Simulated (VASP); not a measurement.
# SnO2 (P4_2/mnm) in VASP: further runs

The runs below take SnO2 through single point, with r2SCAN.

Everything below comes from runs of VASP 6.6.1. Logs are shortened: lines on timing, memory, paths and dates and some standing lists are left out, and cuts for length are marked.

### 1 The cell of the first run

The structure is tetragonal, space group P4_2/mnm (No. 136). Conventional cell: a = 4.856 Å, b = 4.856 Å, c = 3.160 Å, α = 90.00°, β = 90.00°, γ = 90.00°. Sn (site symmetry mmm) has 6 O at 2.07 to 2.10 Å within 2.7 Å. O (site symmetry m2m) has 3 Sn at 2.07 to 2.10 Å and 1 O at 2.66 Å within 2.7 Å.

### 2 Single point, r2SCAN (epitaxial xy strain +2.0%)

POSCAR

```
SnO2
1.0
    4.8557851990      0.0000000000      0.0000000000
    0.0000000000      4.8557851990      0.0000000000
    0.0000000000      0.0000000000      3.1596563778
Sn O
2 4
Direct
    0.0000000000      0.0000000000      0.0000000000
    0.5000000000      0.5000000000      0.5000000000
    0.3062087924      0.3062087924      0.0000000000
    0.1937912076      0.8062087924      0.5000000000
    0.8062087924      0.1937912076      0.5000000000
    0.6937912076      0.6937912076      0.0000000000
```

INCAR.step1

```
ALGO     = Normal         # electronic algorithm
EDIFF    = 1E-4           # SCF threshold, eV
ENCUT    = 520            # plane-wave cutoff, eV
GGA      = PE             # functional
ISMEAR   = 0              # smearing method
LASPH    = True           # aspherical terms in the spheres
LCHARG   = False          # write CHGCAR
LREAL    = False          # projectors in reciprocal space
LWAVE    = True           # write WAVECAR
NBANDS   = 35             # bands
NELM     = 60             # most SCF steps
PREC     = Accurate       # precision mode
SIGMA    = 0.01           # smearing width, eV
```

INCAR.step2

```
ALGO     = Normal         # electronic algorithm
EDIFF    = 1E-6           # SCF threshold, eV
ENCUT    = 520            # plane-wave cutoff, eV
ISIF     = 2              # what is computed and relaxed
ISMEAR   = 0              # smearing method
ISTART   = 1            
LASPH    = True           # aspherical terms in the spheres
LCHARG   = True           # write CHGCAR
LELF     = True           # ELF
LMIXTAU  = True         
LREAL    = False          # projectors in reciprocal space
LVHAR    = True         
LWAVE    = False          # write WAVECAR
METAGGA  = R2SCAN         # meta-GGA
NBANDS   = 35             # bands
NELM     = 60             # most SCF steps
PREC     = Accurate       # precision mode
SIGMA    = 0.01           # smearing width, eV
```

KPOINTS

```
k-points
0
Gamma
  6 6 8
```

Potentials or basis: VASP PAW PBE potentials, release 64 (Sn_d, O).

Started as:

```console
cat potpaw_PBE.64/Sn_d/POTCAR potpaw_PBE.64/O/POTCAR > POTCAR
cp INCAR.step1 INCAR
mpirun -np 1 vasp_std > vasp.out
cp INCAR.step2 INCAR
mpirun -np 1 vasp_std > vasp.out
```

OUTCAR:

```text
EDIFF = 1E-6
   ENCUT = 520
   ISIF = 2
   ISMEAR = 0
   ISTART = 1
   LASPH = True
   LREAL = False
   METAGGA = R2SCAN
   NELM = 60
   PREC = Accurate

 ion  position               nearest neighbor table
   1  0.000  0.000  0.000-   4 2.07   5 2.07   4 2.07   5 2.07   3 2.10   6 2.10
   2  0.500  0.500  0.500-   3 2.07   6 2.07   3 2.07   6 2.07   5 2.10   4 2.10
   3  0.306  0.306  0.000-   2 2.07   2 2.07   1 2.10
   4  0.194  0.806  0.500-   1 2.07   1 2.07   2 2.10
   5  0.806  0.194  0.500-   1 2.07   1 2.07   2 2.10
   6  0.694  0.694  0.000-   2 2.07   2 2.07   1 2.10

  LATTYP: Found a simple tetragonal cell.
 ALAT       =     4.8557851990
 C/A-ratio  =     0.6506993716

  Lattice vectors:

 A1 = (   4.8557851990,   0.0000000000,   0.0000000000)
 A2 = (   0.0000000000,   4.8557851990,   0.0000000000)
 A3 = (   0.0000000000,   0.0000000000,   3.1596563778)

Analysis of symmetry for initial positions (statically):
=====================================================================
 Subroutine PRICEL returns:
 Original cell was already a primitive cell.

 Routine SETGRP: Setting up the symmetry group for a
 simple tetragonal supercell.

 Subroutine GETGRP returns: Found 16 space group operations
 (whereof  8 operations were pure point group operations)
 out of a pool of 16 trial point group operations.

The static configuration has the point symmetry D_2h.
 The point group associated with its full space group is D_4h.

Analysis of symmetry for dynamics (positions and initial velocities):
=====================================================================
 Subroutine PRICEL returns:
 Original cell was already a primitive cell.

 Routine SETGRP: Setting up the symmetry group for a
 simple tetragonal supercell.

 Subroutine GETGRP returns: Found 16 space group operations
 (whereof  8 operations were pure point group operations)
 out of a pool of 16 trial point group operations.

The dynamic configuration has the point symmetry D_2h.
 The point group associated with its full space group is D_4h.

 Subroutine INISYM returns: Found 16 space group operations
 (whereof  8 operations are pure point group operations),
 and found     1 'primitive' translations

----------------------------------------------------------------------------------------

                                     Primitive cell

  volume of cell :      74.5004

  direct lattice vectors                    reciprocal lattice vectors
     4.855785199  0.000000000  0.000000000     0.205939917  0.000000000  0.000000000
     0.000000000  4.855785199  0.000000000     0.000000000  0.205939917  0.000000000
     0.000000000  0.000000000  3.159656378     0.000000000  0.000000000  0.316490112

  length of vectors
     4.855785199  4.855785199  3.159656378     0.205939917  0.205939917  0.316490112

  position of ions in fractional coordinates (direct lattice)
     0.000000000  0.000000000  0.000000000
     0.500000000  0.500000000  0.500000000
     0.306208792  0.306208792  0.000000000
     0.193791208  0.806208792  0.500000000
     0.806208792  0.193791208  0.500000000
     0.693791208  0.693791208  0.000000000

  ion indices of the primitive-cell ions
   primitive index   ion index
                 1           1
                 2           2
                 3           3
                 4           4
                 5           5
                 6           6

----------------------------------------------------------------------------------------

 KPOINTS: k-points

Automatic generation of k-mesh.
 Grid dimensions read from file:
 generate k-points for:    6    6    8

 Generating k-lattice:

  Cartesian coordinates                     Fractional coordinates (reciprocal lattice)
     0.034323319  0.000000000  0.000000000     0.166666667  0.000000000  0.000000000
     0.000000000  0.034323319  0.000000000     0.000000000  0.166666667  0.000000000
     0.000000000  0.000000000  0.039561264     0.000000000  0.000000000  0.125000000

  Length of vectors
     0.034323319  0.034323319  0.039561264

  Shift w.r.t. Gamma in fractional coordinates (k-lattice)
     0.000000000  0.000000000  0.000000000

 Subroutine IBZKPT returns following result:
 ===========================================

 Found     50 irreducible k-points:

 Following reciprocal coordinates:
            Coordinates               Weight
  0.000000  0.000000  0.000000      1.000000
  0.166667  0.000000  0.000000      4.000000
  0.333333  0.000000  0.000000      4.000000
  0.500000  0.000000  0.000000      2.000000
  0.166667  0.166667  0.000000      4.000000
  0.333333  0.166667  0.000000      8.000000
[... 16 lines left out ...]
  0.333333  0.000000  0.250000      8.000000
  0.500000  0.000000  0.250000      4.000000
 [... further k-points ...]
   k-points           NKPTS =     50   k-points in BZ     NKDIM =     50   number of bands    NBANDS=     35
   number of dos      NEDOS =    301   number of ions     NIONS =      6
   total plane-waves  NPLWV =  31104
   dimension x,y,z NGX =    36 NGY =   36 NGZ =   24
   dimension x,y,z NGXF=    72 NGYF=   72 NGZF=   48
   ions per type =               2   4
   NGX,Y,Z   is equivalent  to a cutoff of  12.33, 12.33, 12.63 a.u.
   NGXF,Y,Z  is equivalent  to a cutoff of  24.65, 24.65, 25.26 a.u.
 SYSTEM =  unknown system
   PREC   = accura    normal or accurate (medium, high low for compatibility)
   ISTART =      1    job   : 0-new  1-cont  2-samecut
   ICHARG =      0    charge: 1-file 2-atom 10-const
   ISPIN  =      1    spin polarized calculation?
   LNONCOLLINEAR =      F non collinear calculations
   LSORBIT =      F    spin-orbit coupling
   LASPH  =      T    aspherical Exc in radial PAW
   ENCUT  =  520.0 eV  38.22 Ry    6.18 a.u.   9.03  9.03  5.87*2*pi/ulx,y,z
   NELM   =     60;   NELMIN=  2; NELMDL=  0     # of ELM steps
   EDIFF  = 0.1E-05   stopping-criterion for ELM
   LREAL  =      F    real-space projection
   EDIFFG = 0.1E-04   stopping-criterion for IOM
   NSW    =      0    number of steps for IOM
   IBRION =     -1    ionic relax: 0-MD 1-quasi-New 2-CG
   NFREE  =      0    steps in history (QN), initial steepest desc. (CG)
   ISIF   =      2    stress and relaxation
   ISYM   =      2    0-nonsym 1-usesym 2-fastsym
   POTIM  = 0.5000    time-step for ionic-motion
   TEBEG  =    0.0;   TEEND  =   0.0 temperature during run
   PSTRESS=    0.0 pullay stress
   NELECT =      52.0000    total number of electrons
   NUPDOWN=      -1.0000    fix difference up-down
   EMIN   =  10.00;   EMAX   =-10.00  energy-range for DOS
   EFERMI =   0.00;   METHOD = LEGACY
   ISMEAR =     0;   SIGMA  =   0.01  broadening in eV -4-tet -1-fermi 0-gaus
   EFERMI_NEDOS =   21; number of points for ismear=-14 and -15
   IALGO  =     38    algorithm
   IMIX   =      4    mixing-type and parameters
     AMIX     =   0.40;   BMIX     =  1.00
     AMIX_MAG =   1.60;   BMIX_MAG =  1.00
  volume/ion in A,a.u.               =      12.42        83.79
  Fermi-wavevector in a.u.,A,eV,Ry     =   1.452189  2.744238 28.692669  2.108852
  Thomas-Fermi vector in A             =   2.569599
   LORBIT       =      0    0 simple, 1 ext, 2 COOP (PROOUT), +10 PAW based schemes
   METAGGA = R2SCAN    functional components
   LHFCALC =     F    Hartree Fock is set to
   AEXX    =    0.0000 exact exchange contribution
   IVDW    =     0    specifies the selected vdW correction
   LEPSILON=     F    determine dielectric tensor
   LRPA    =     F    only Hartree local field effects (RPA)
 non-spin polarized calculation
 Gauss-broadening in eV      SIGMA  =   0.01
  energy-cutoff  :      520.00
  volume of cell :       74.50
 maximum number of plane-waves:      2032
   NGX = 19   NGY = 19   NGZ = 11

 number of electron      52.0000002 magnetization

 Free energy of the ion-electron system (eV)
  ---------------------------------------------------
  ext. energy  EPLUGINS =         0.00000000
  ---------------------------------------------------
  free energy    TOTEN  =       -84.58335447 eV

  energy without entropy =      -84.58335447  energy(sigma->0) =      -84.58335447

 E-fermi :   5.2720     XC(G=0): -11.8022

 val. band max:        5.2321226539   @ k =   0.0000   0.0000   0.0000
 cond. band min:       6.8286150260   @ k =   0.0000   0.0000   0.0000
 fundamental gap:      1.5964923721
 Fermi energy:         5.2719611502

 k-point     1 :       0.0000    0.0000    0.0000
  band No.  band energies     occupation
      1     -16.4799      2.00000
      2     -15.6946      2.00000
      3     -15.3523      2.00000
      4     -15.3523      2.00000
      5     -15.3333      2.00000
      6     -15.2317      2.00000
[... 27 lines left out ...]
     34      17.7565      0.00000
     35      18.3868      0.00000

 k-point     2 :       0.1667    0.0000    0.0000
  band No.  band energies     occupation
      1     -16.4377      2.00000
      2     -15.7486      2.00000
      3     -15.3511      2.00000
      4     -15.3510      2.00000
      5     -15.3333      2.00000
      6     -15.2688      2.00000
[... 27 lines left out ...]
     34      17.7518      0.00000
     35      18.3470      0.00000

 k-point     3 :       0.3333    0.0000    0.0000
  band No.  band energies     occupation
      1     -16.3150      2.00000
      2     -15.9127      2.00000
      3     -15.3485      2.00000
      4     -15.3484      2.00000
      5     -15.3330      2.00000
      6     -15.3144      2.00000
[... 27 lines left out ...]
     34      17.9069      0.00000
     35      18.2988      0.00000
[... 723 lines left out ...]
 k-point    23 :       0.3333    0.0000    0.2500
  band No.  band energies     occupation
      1     -16.1913      2.00000
      2     -16.0635      2.00000
      3     -15.7316      2.00000
      4     -15.4714      2.00000
      5     -15.2279      2.00000
      6     -15.2228      2.00000
[... 27 lines left out ...]
     34      18.0475      0.00000
     35      18.2842      0.00000

 k-point    24 :       0.5000    0.0000    0.2500
  band No.  band energies     occupation
      1     -16.1485      2.00000
      2     -16.1485      2.00000
      3     -15.5898      2.00000
      4     -15.5898      2.00000
      5     -15.2244      2.00000
      6     -15.2244      2.00000
[... 27 lines left out ...]
     34      18.2346      0.00000
     35      18.5357      0.00000

 [... further k-points ...]

------------------------ aborting loop because EDIFF is reached ----------------------------------------

  FORCE on cell =-STRESS in cart. coord.  units (eV):
  Direction    XX          YY          ZZ          XY          YZ          ZX
  --------------------------------------------------------------------------------------
  -------------------------------------------------------------------------------------
  Total       -2.4363742     -2.4363742      0.6731716     -0.0000000      0.0000000      0.0000000
  in kB      -52.3957176    -52.3957176     14.4769666     -0.0000000      0.0000000      0.0000000
  external PRESSURE =     -30.1048228 kB  Pullay stress =       0.0000000 kB

 VOLUME and BASIS-vectors are now :
 -----------------------------------------------------------------------------
  energy-cutoff  :      520.00
  volume of cell :       74.50
      direct lattice vectors                 reciprocal lattice vectors
     4.855785199  0.000000000  0.000000000     0.205939917  0.000000000  0.000000000
     0.000000000  4.855785199  0.000000000     0.000000000  0.205939917  0.000000000
     0.000000000  0.000000000  3.159656378     0.000000000  0.000000000  0.316490112

 POSITION                                       TOTAL-FORCE (eV/Angst)
 -----------------------------------------------------------------------------------
      0.00000      0.00000      0.00000         0.000000      0.000000      0.000000
      2.42789      2.42789      1.57983         0.000000      0.000000      0.000000
      1.48688      1.48688      0.00000        -0.032322     -0.032322      0.000000
      0.94101      3.91478      1.57983         0.032322     -0.032322      0.000000
      3.91478      0.94101      1.57983        -0.032322      0.032322     -0.000000
      3.36890      3.36890      0.00000         0.032322      0.032322     -0.000000
 -----------------------------------------------------------------------------------
    total drift:                                0.000000      0.000000      0.000000

  FREE ENERGIE OF THE ION-ELECTRON SYSTEM (eV)
  ---------------------------------------------------
  free  energy   TOTEN  =       -84.5833544682 eV

  energy  without entropy=      -84.5833544682  energy(sigma->0) =      -84.58335447
```

Wall time 6 min (1 thread of Intel Xeon 8259CL, shared host); peak memory 0.24 GiB.

What came out:

```yaml
Free_energy: -84.5834 eV
Pressure: -3.0 GPa
Largest_force: 0.046 eV/Å
Band_gap_on_the_k_mesh: 1.60 eV
```

Forces in eV/Å, atoms in the order of the input:
```
Sn   0.000  0.000  0.000
Sn   0.000  0.000  0.000
O   -0.032 -0.032  0.000
O    0.032 -0.032  0.000
O   -0.032  0.032  0.000
O    0.032  0.032  0.000
```

Caveat: the cell differs from its parent crystal (epitaxial xy strain +2.0%); the cell stands under tension; the PAW data sets were made with another functional, which shifts forces and pressure a little; spin-orbit coupling is left out, which moves the levels of the heavy elements.

### 3 Single point, r2SCAN (epitaxial xy strain +3.0%)

POSCAR

```
SnO2
1.0
    4.9033909362      0.0000000000      0.0000000000
    0.0000000000      4.9033909362      0.0000000000
    0.0000000000      0.0000000000      3.1417759425
Sn O
2 4
Direct
    0.0000000000      0.0000000000      0.0000000000
    0.5000000000      0.5000000000      0.5000000000
    0.3066337540      0.3066337540      0.0000000000
    0.1933662460      0.8066337540      0.5000000000
    0.8066337540      0.1933662460      0.5000000000
    0.6933662460      0.6933662460      0.0000000000
```

INCAR.step1

```
  PREC = Accurate
  ENCUT = 520
  ISMEAR = 0
  SIGMA = 0.01
  LREAL = F
  LASPH = T
  NELM = 80
  NBANDS = 35
  GGA = PE
  ALGO = Normal
  EDIFF = 1E-4
  LWAVE = T
  LCHARG = F
```

INCAR.step2

```
  PREC = Accurate
  ENCUT = 520
  EDIFF = 1E-6
  ISMEAR = 0
  SIGMA = 0.01
  LREAL = F
  LASPH = T
  NELM = 80
  ALGO = Normal
  ISIF = 2
  LWAVE = F
  LCHARG = F
  METAGGA = R2SCAN
  LMIXTAU = T
  NBANDS = 35
  ISTART = 1
```

KPOINTS

```
Automatic mesh
0
Gamma
  6 6 8
```

Potentials or basis: VASP PAW PBE potentials, release 64 (Sn_d, O).

Started as:

```console
cat potpaw_PBE.64/Sn_d/POTCAR potpaw_PBE.64/O/POTCAR > POTCAR
cp INCAR.step1 INCAR
mpirun -np 1 vasp_std > vasp.out
cp INCAR.step2 INCAR
mpirun -np 1 vasp_std > vasp.out
```

It took 6.1 min on 1 thread of Intel Xeon 8259CL, shared host; peak memory 0.24 GiB.

The run converged. Its results:

```
Free energy            : -84.5205 eV
Pressure               : -4.8 GPa
Largest force          : 0.054 eV/Å
Band gap on the k mesh : 1.51 eV
```

Forces on the atoms (eV/Å):
```
Sn   0.000  0.000  0.000
Sn   0.000  0.000  0.000
O   -0.038 -0.038  0.000
O    0.038 -0.038  0.000
O   -0.038  0.038  0.000
O    0.038  0.038  0.000
```

Stress tensor (GPa, compression positive):
```
-7.90  0.00  0.00
 0.00 -7.90  0.00
 0.00  0.00  1.45
```

Levels at points of the mesh, in eV from the valence-band top:
```csv
k point,band 24,band 25,band 26,band 27,band 28,band 29
"(0.00, 0.00, 0.00)",-0.80,-0.80,0.00,1.51,6.84,7.16
"(0.50, 0.00, 0.00)",-1.07,-0.65,-0.65,4.62,4.62,7.93
"(0.50, 0.50, 0.00)",-1.16,-0.96,-0.96,5.13,5.13,8.15
"(0.00, 0.00, 0.50)",-1.53,-1.21,-1.21,6.45,6.45,10.08
"(0.50, 0.00, 0.50)",-1.07,-0.80,-0.80,6.67,6.67,8.24
"(0.50, 0.50, 0.50)",-0.96,-0.86,-0.86,5.11,5.11,9.37
```

Caveat: the cell differs from its parent crystal (epitaxial xy strain +3.0%); the cell stands under tension; the PAW data sets were made with another functional, which shifts forces and pressure a little; spin-orbit coupling is left out, which moves the levels of the heavy elements.

[end of part 1 of 2]
